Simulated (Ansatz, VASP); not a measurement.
Given: the input of a run of VASP 6.6.1 on La.

Contents of INCAR:

```
ALGO = Normal
EDIFF = 1E-6
ENCUT = 520
GGA = RP
ISIF = 2
ISMEAR = 0
LASPH = T
LCHARG = F
LREAL = F
LWAVE = F
NBANDS = 12
NELM = 100
PREC = Accurate
SIGMA = 0.1
```

The input KPOINTS:

```
k-points
0
Gamma
  9 9 9
```

The input POSCAR:

```
La
1.0
   -2.1238310710      2.1238310710      2.1238310710
    2.1238310710     -2.1238310710      2.1238310710
    2.1238310710      2.1238310710     -2.1238310710
La
1
Direct
    0.0000000000      0.0000000000      0.0000000000
```

Potentials or basis: VASP PAW PBE potentials, release 64 (La).

Command:

```console
$ cat potpaw_PBE.64/La/POTCAR > POTCAR
$ mpirun -np 1 vasp_std > vasp.out
```

Question: Set up the same calculation for Ansatz 0.2.0. Potentials there: all-electron LAPW, scalar-relativistic.

Answer: As run (the cutoff follows the program's own potentials):

input.yaml

```yaml
crystal:
  lattice:
    - [-2.123831071, 2.123831071, 2.123831071]
    - [2.123831071, -2.123831071, 2.123831071]
    - [2.123831071, 2.123831071, -2.123831071]
  atoms:
    - { symbol: La, position: [0.0, 0.0, 0.0] }
kpoints:
  mp_grid: { grid: [9, 9, 9] }
scf:
  occupations: { method: gaussian, width: 0.1 }
hamiltonian:
  xc: rpbe
  pseudopotentials: { kind: all_electron, lapw: { basis_error: 0.001 } }
output:
  forces: true
  stress: true
  eigenvalues: true
```

Potentials or basis: all-electron LAPW, scalar-relativistic.

Launch:

```bash
$ ansatz run input.yaml --threads 2 --pin off --max-ram 6144MiB --backend cpu --events-out ev --progress --plain --runs-dir out
```

Both were run:

|  | VASP | Ansatz | Ansatz less VASP |
| --- | --- | --- | --- |
| gap on the k mesh at the Fermi level (eV) | none | none | - |
| pressure (GPa) | 0.7 | 0.7 | -0.01 |

VASP's potentials were made for PBE, not for RPBE. A gap of «none» marks a metal or a gap that the smearing closes. Ansatz ran all-electron here, and VASP with PAW potentials.

Neither program's run includes spin-orbit coupling.
